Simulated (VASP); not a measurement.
A run of VASP 6.6.1 is set up as follows.

File INCAR:

```
  PREC = Accurate
  ENCUT = 500
  EDIFF = 1E-6
  ISMEAR = 0
  SIGMA = 0.05
  LREAL = False
  LASPH = True
  NELM = 120
  ALGO = Normal
  ISIF = 2
  LWAVE = False
  LCHARG = True
  GGA = PE
  IVDW = 12
  LELF = True
  LVHAR = True
  NBANDS = 20
  GGA_COMPAT = False
```

File KPOINTS:

```
regular mesh
0
Gamma
  12 12 4
```

File POSCAR:

```
MoS2
1.0
    3.2381765630      0.0000000000      0.0000000000
   -1.6190882815      2.8043431655      0.0000000000
    0.0000000000      0.0000000000      6.2856245265
Mo S
1 2
Direct
    0.0000000000      0.0000000000      0.0000000000
    0.3333333333      0.6666666667      0.2483301274
    0.3333333333      0.6666666667      0.7516698726
```

Potentials or basis: VASP PAW PBE potentials, release 64 (Mo_sv, S).

Command:

```console
$ cat potpaw_PBE.64/Mo_sv/POTCAR potpaw_PBE.64/S/POTCAR > POTCAR
$ mpirun -np 1 vasp_std > vasp.out
```

Task: What does it give for the band gap on the k mesh?

Result: 0.66 eV, indirect (least direct gap 1.47 eV).

Task: Estimate the pressure.

Result: -5.7 GPa.

Task: What does it give for the dispersion energy per atom?

Result: -0.396 eV.

Task: Estimate the largest force.

Result: 0.665 eV/Å.

Stress tensor (GPa, compression positive):
```
-8.05  0.00  0.00
 0.00 -8.05  0.00
 0.00  0.00 -1.11
```

 A k mesh can miss the band edges.
